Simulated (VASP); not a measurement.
# KRu (Pm-3m) in VASP: single point with PBE

Aim: the single point of KRu with PBE.

All numbers are computed with VASP 6.6.1; they aren't measurements. Logs are shortened: lines on timing, memory, paths and dates and some standing lists are left out, and cuts for length are marked.

## Step 1: The cell of the first run

It takes space group Pm-3m (No. 221, cubic). The conventional cell has a = 3.747 Å, b = 3.747 Å, c = 3.747 Å, α = 90.00°, β = 90.00°, γ = 90.00°. Within 4.3 Å of K (site symmetry m-3m) lie 8 Ru at 3.24 Å and 6 K at 3.75 Å. Within 4.3 Å of Ru (site symmetry m-3m) lie 8 K at 3.24 Å and 6 Ru at 3.75 Å.

## Step 2: Single point, PBE, collinear spin, ferromagnetic start

Input file INCAR:

```
  ALGO = Normal
  EDIFF = 1E-6
  ENCUT = 520
  GGA = PE
  ISIF = 2
  ISMEAR = 0
  ISPIN = 2
  LASPH = T
  LCHARG = T
  LELF = T
  LMAXMIX = 4
  LORBIT = 11
  LREAL = F
  LVHAR = T
  LWAVE = F
  MAGMOM = 0 2.19
  NBANDS = 22
  NELM = 150
  PREC = Accurate
  SIGMA = 0.1
```

Input file KPOINTS:

```
k-points
0
Gamma
  14 14 14
```

Input file POSCAR:

```
KRu
1.0
    3.7467178248      0.0000000000      0.0000000000
    0.0000000000      3.7467178248      0.0000000000
    0.0000000000      0.0000000000      3.7467178248
K Ru
1 1
Direct
    0.5000000000      0.5000000000      0.5000000000
    0.0000000000      0.0000000000      0.0000000000
```

Potentials or basis: VASP PAW PBE potentials, release 64 (K_sv, Ru_pv).

Command:

```sh
$ cat potpaw_PBE.64/K_sv/POTCAR potpaw_PBE.64/Ru_pv/POTCAR > POTCAR
$ mpirun -np 1 vasp_std > vasp.out
```

OUTCAR:

```text
EDIFF = 1E-6
   ENCUT = 520
   GGA = PE
   ISIF = 2
   ISMEAR = 0
   ISPIN = 2
   LASPH = T
   LORBIT = 11
   LREAL = F
   NELM = 150
   PREC = Accurate

 ion  position               nearest neighbor table
   1  0.500  0.500  0.500-   2 3.24   2 3.24   2 3.24   2 3.24   2 3.24   2 3.24   2 3.24   2 3.24

   2  0.000  0.000  0.000-   1 3.24   1 3.24   1 3.24   1 3.24   1 3.24   1 3.24   1 3.24   1 3.24

  LATTYP: Found a simple cubic cell.
 ALAT       =     3.7467178248

  Lattice vectors:

 A1 = (   3.7467178248,   0.0000000000,   0.0000000000)
 A2 = (   0.0000000000,   3.7467178248,   0.0000000000)
 A3 = (   0.0000000000,   0.0000000000,   3.7467178248)

Analysis of symmetry for initial positions (statically):
=====================================================================
 Subroutine PRICEL returns:
 Original cell was already a primitive cell.

 Routine SETGRP: Setting up the symmetry group for a
 simple cubic supercell.

 Subroutine GETGRP returns: Found 48 space group operations
 (whereof 48 operations were pure point group operations)
 out of a pool of 48 trial point group operations.

The static configuration has the point symmetry O_h .

Analysis of symmetry for dynamics (positions and initial velocities):
=====================================================================
 Subroutine PRICEL returns:
 Original cell was already a primitive cell.

 Routine SETGRP: Setting up the symmetry group for a
 simple cubic supercell.

 Subroutine GETGRP returns: Found 48 space group operations
 (whereof 48 operations were pure point group operations)
 out of a pool of 48 trial point group operations.

The dynamic configuration has the point symmetry O_h .

Analysis of structural, dynamic, and magnetic symmetry:
=====================================================================
 Subroutine PRICEL returns:
 Original cell was already a primitive cell.

 Routine SETGRP: Setting up the symmetry group for a
 simple cubic supercell.

 Subroutine GETGRP returns: Found 48 space group operations
 (whereof 48 operations were pure point group operations)
 out of a pool of 48 trial point group operations.

The overall configuration has the point symmetry O_h .

 Subroutine INISYM returns: Found 48 space group operations
 (whereof 48 operations are pure point group operations),
 and found     1 'primitive' translations

----------------------------------------------------------------------------------------

                                     Primitive cell

  volume of cell :      52.5960

  direct lattice vectors                    reciprocal lattice vectors
     3.746717825  0.000000000  0.000000000     0.266900270  0.000000000  0.000000000
     0.000000000  3.746717825  0.000000000     0.000000000  0.266900270  0.000000000
     0.000000000  0.000000000  3.746717825     0.000000000  0.000000000  0.266900270

  length of vectors
     3.746717825  3.746717825  3.746717825     0.266900270  0.266900270  0.266900270

  position of ions in fractional coordinates (direct lattice)
     0.500000000  0.500000000  0.500000000
     0.000000000  0.000000000  0.000000000

  ion indices of the primitive-cell ions
   primitive index   ion index
                 1           1
                 2           2

----------------------------------------------------------------------------------------

 KPOINTS: k-points

Automatic generation of k-mesh.
 Grid dimensions read from file:
 generate k-points for:   14   14   14

 Generating k-lattice:

  Cartesian coordinates                     Fractional coordinates (reciprocal lattice)
     0.019064305  0.000000000  0.000000000     0.071428571  0.000000000  0.000000000
     0.000000000  0.019064305  0.000000000     0.000000000  0.071428571  0.000000000
     0.000000000  0.000000000  0.019064305     0.000000000  0.000000000  0.071428571

  Length of vectors
     0.019064305  0.019064305  0.019064305

  Shift w.r.t. Gamma in fractional coordinates (k-lattice)
     0.000000000  0.000000000  0.000000000

 Subroutine IBZKPT returns following result:
 ===========================================

 Found    120 irreducible k-points:

 Following reciprocal coordinates:
            Coordinates               Weight
  0.000000  0.000000  0.000000      1.000000
  0.071429  0.000000  0.000000      6.000000
  0.142857  0.000000  0.000000      6.000000
  0.214286  0.000000  0.000000      6.000000
  0.285714  0.000000  0.000000      6.000000
  0.357143  0.000000  0.000000      6.000000
[... 16 lines left out ...]
  0.285714  0.214286  0.000000     24.000000
  0.357143  0.214286  0.000000     24.000000
 [... further k-points ...]
   k-points           NKPTS =    120   k-points in BZ     NKDIM =    120   number of bands    NBANDS=     22
   number of dos      NEDOS =    301   number of ions     NIONS =      2
   total plane-waves  NPLWV =  21952
   dimension x,y,z NGX =    28 NGY =   28 NGZ =   28
   dimension x,y,z NGXF=    56 NGYF=   56 NGZF=   56
   ions per type =               1   1
   NGX,Y,Z   is equivalent  to a cutoff of  12.42, 12.42, 12.42 a.u.
   NGXF,Y,Z  is equivalent  to a cutoff of  24.85, 24.85, 24.85 a.u.
 SYSTEM =  unknown system
   PREC   = accura    normal or accurate (medium, high low for compatibility)
   ISTART =      0    job   : 0-new  1-cont  2-samecut
   ICHARG =      2    charge: 1-file 2-atom 10-const
   ISPIN  =      2    spin polarized calculation?
   LNONCOLLINEAR =      F non collinear calculations
   LSORBIT =      F    spin-orbit coupling
   LASPH  =      T    aspherical Exc in radial PAW
   ENCUT  =  520.0 eV  38.22 Ry    6.18 a.u.   6.97  6.97  6.97*2*pi/ulx,y,z
   NELM   =    150;   NELMIN=  2; NELMDL= -5     # of ELM steps
   EDIFF  = 0.1E-05   stopping-criterion for ELM
   LREAL  =      F    real-space projection
[... 7 lines left out ...]
   TEBEG  =    0.0;   TEEND  =   0.0 temperature during run
   PSTRESS=    0.0 pullay stress
   NELECT =      23.0000    total number of electrons
   NUPDOWN=      -1.0000    fix difference up-down
   EMIN   =  10.00;   EMAX   =-10.00  energy-range for DOS
   EFERMI =   0.00;   METHOD = LEGACY
   ISMEAR =     0;   SIGMA  =   0.10  broadening in eV -4-tet -1-fermi 0-gaus
   EFERMI_NEDOS =   21; number of points for ismear=-14 and -15
   IALGO  =     38    algorithm
   IMIX   =      4    mixing-type and parameters
     AMIX     =   0.40;   BMIX     =  1.00
     AMIX_MAG =   1.60;   BMIX_MAG =  1.00
  volume/ion in A,a.u.               =      26.30       177.47
  Fermi-wavevector in a.u.,A,eV,Ry     =   1.242605  2.348183 21.008312  1.544067
  Thomas-Fermi vector in A             =   2.376952
   LORBIT       =     11    0 simple, 1 ext, 2 COOP (PROOUT), +10 PAW based schemes
   GGA     = PE    functional components
   LHFCALC =     F    Hartree Fock is set to
   AEXX    =    0.0000 exact exchange contribution
   IVDW    =     0    specifies the selected vdW correction
   LEPSILON=     F    determine dielectric tensor
   LRPA    =     F    only Hartree local field effects (RPA)
 spin polarized calculation
 Gauss-broadening in eV      SIGMA  =   0.10
  energy-cutoff  :      520.00
  volume of cell :       52.60
 maximum number of plane-waves:      1452
 NGX is ok and might be reduce to    28
   NGX = 13   NGY = 13   NGZ = 13

 number of electron      23.0000007 magnetization       2.0536229

 Free energy of the ion-electron system (eV)
  ---------------------------------------------------
  ext. energy  EPLUGINS =         0.00000000
  ---------------------------------------------------
  free energy    TOTEN  =        -6.21165651 eV

  energy without entropy =       -6.19038523  energy(sigma->0) =       -6.20102087

 E-fermi :   3.0517     XC(G=0):  -9.5042

 val. band max:        3.0514474738   @ k =   0.5000   0.2857   0.0000
 cond. band min:       3.0530049224   @ k =   0.5000   0.3571   0.0000
 fundamental gap:      0.0015574487
 Fermi energy:         3.0517311471

 spin component 1

 k-point     1 :       0.0000    0.0000    0.0000
  band No.  band energies     occupation
      1     -39.3279      1.00000
      2     -39.3279      1.00000
      3     -39.3279      1.00000
      4     -26.7377      1.00000
      5     -10.1559      1.00000
      6     -10.1559      1.00000
[... 14 lines left out ...]
     21      12.5115      0.00000
     22      14.6680      0.00000

 k-point     2 :       0.0714    0.0000    0.0000
  band No.  band energies     occupation
      1     -39.3285      1.00000
      2     -39.3278      1.00000
      3     -39.3278      1.00000
      4     -26.7363      1.00000
      5     -10.1772      1.00000
      6     -10.1548      1.00000
[... 542 lines left out ...]
 k-point    24 :       0.3571    0.2143    0.0000
  band No.  band energies     occupation
      1     -39.3380      1.00000
      2     -39.3321      1.00000
      3     -39.3267      1.00000
      4     -26.7035      1.00000
      5     -10.4571      1.00000
      6     -10.2741      1.00000
[... 14 lines left out ...]
     21      14.6705      0.00000
     22      15.5684      0.00000

 [... further k-points ...]

 spin component 2

 k-point     1 :       0.0000    0.0000    0.0000
  band No.  band energies     occupation
      1     -37.9188      1.00000
      2     -37.9188      1.00000
      3     -37.9188      1.00000
      4     -26.7403      1.00000
      5     -10.1612      1.00000
      6     -10.1612      1.00000
[... 14 lines left out ...]
     21      12.5792      0.00000
     22      16.9369      0.00000

 k-point     2 :       0.0714    0.0000    0.0000
  band No.  band energies     occupation
      1     -37.9195      1.00000
      2     -37.9188      1.00000
      3     -37.9188      1.00000
      4     -26.7388      1.00000
      5     -10.1826      1.00000
      6     -10.1601      1.00000
[... 542 lines left out ...]
 k-point    24 :       0.3571    0.2143    0.0000
  band No.  band energies     occupation
      1     -37.9298      1.00000
      2     -37.9234      1.00000
      3     -37.9176      1.00000
      4     -26.7057      1.00000
      5     -10.4634      1.00000
      6     -10.2802      1.00000
[... 14 lines left out ...]
     21      15.7251      0.00000
     22      16.3366      0.00000

 [... further k-points ...]

------------------------ aborting loop because EDIFF is reached ----------------------------------------

  FORCE on cell =-STRESS in cart. coord.  units (eV):
  Direction    XX          YY          ZZ          XY          YZ          ZX
  --------------------------------------------------------------------------------------
  -------------------------------------------------------------------------------------
  Total        0.0256668      0.0256668      0.0256668     -0.0000000     -0.0000000     -0.0000000
  in kB        0.7818617      0.7818617      0.7818617     -0.0000000     -0.0000000     -0.0000000
  external PRESSURE =       0.7818617 kB  Pullay stress =       0.0000000 kB

 VOLUME and BASIS-vectors are now :
 -----------------------------------------------------------------------------
  energy-cutoff  :      520.00
  volume of cell :       52.60
      direct lattice vectors                 reciprocal lattice vectors
     3.746717825  0.000000000  0.000000000     0.266900270  0.000000000  0.000000000
     0.000000000  3.746717825  0.000000000     0.000000000  0.266900270  0.000000000
     0.000000000  0.000000000  3.746717825     0.000000000  0.000000000  0.266900270

 POSITION                                       TOTAL-FORCE (eV/Angst)
 -----------------------------------------------------------------------------------
      1.87336      1.87336      1.87336         0.000000      0.000000      0.000000
      0.00000      0.00000      0.00000         0.000000      0.000000      0.000000
 -----------------------------------------------------------------------------------
    total drift:                               -0.000000      0.000000      0.000000

  FREE ENERGIE OF THE ION-ELECTRON SYSTEM (eV)
  ---------------------------------------------------
  free  energy   TOTEN  =        -6.2116565127 eV

  energy  without entropy=       -6.1903852333  energy(sigma->0) =       -6.20102087

 total charge

# of ion       s       p       d       tot
------------------------------------------
    1        1.993   5.563   0.066   7.621
    2        0.277   6.005   6.069  12.351
--------------------------------------------------
tot          2.270  11.568   6.136  19.973

 magnetization (x)

# of ion       s       p       d       tot
------------------------------------------
    1       -0.005   0.006  -0.004  -0.003
    2        0.019   0.003   1.898   1.920
--------------------------------------------------
tot          0.014   0.010   1.894   1.918
```

Run time: 1.7 min. Hardware: 1 thread of Intel Xeon 6975P-C (Granite Rapids), shared host; peak memory 0.32 GiB.

What came out:

```
Free energy                                           : -6.2117 eV
Pressure                                              : 0.1 GPa
Net moment                                            : 2.05 μB per cell
Site moments                                          : K -0.00; Ru +1.92 μB
Valence electrons inside the program's atomic spheres : K 7.62; Ru 12.35
```
